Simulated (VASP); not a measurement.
**HfC: single point with PBEsol**

Crystal: HfC.

```
CELL_PARAMETERS angstrom
3.34287 0.00000 0.00000
-1.67143 2.89501 0.00000
0.00000 0.00000 5.20271
ATOMIC_POSITIONS crystal
Hf 0.66667 0.33333 0.75000
Hf 0.33333 0.66667 0.25000
C 0.00000 0.00000 0.00000
C 0.00000 0.00000 0.50000
```

```yaml
Program: VASP 6.6.1
Task: single point
Functional: PBEsol
Potentials_or_basis: VASP PAW PBE potentials, release 64 (Hf_pv, C)
Cutoff: 520 eV
k_mesh: 9 × 9 × 5
Occupations: methfessel-paxton, width 0.05 eV
Spin: no spin polarisation
Dipole_correction: no
Further_INCAR_settings: ALGO = Normal; EDIFF = 1e-06; NBANDS = 22
```

```json
{
  "Pressure": "-7.8 GPa",
  "Band gap on the k mesh": "zero (band 14 reaches 7.25 eV, above the bottom of band 15 at 6.19 eV)"
}
```

Stress tensor (GPa, compression positive):
```
-9.09  0.00  0.00
 0.00 -9.09  0.00
 0.00  0.00 -5.36
```

Levels at points of the mesh, in eV from the Fermi level:
| k point | band 12 | band 13 | band 14 | band 15 | band 16 | band 17 |
| --- | --- | --- | --- | --- | --- | --- |
| (0.00, 0.00, 0.00) | -1.14 | -1.14 | 1.04 | 1.47 | 1.47 | 1.94 |

Wall time 80 s on 1 thread of AMD EPYC 7R13, with other jobs on the host, peak memory 0.17 GiB.

Caveat: the PAW data sets were made with another functional, which shifts forces and pressure a little; spin-orbit coupling is left out, which moves the levels of the heavy elements.
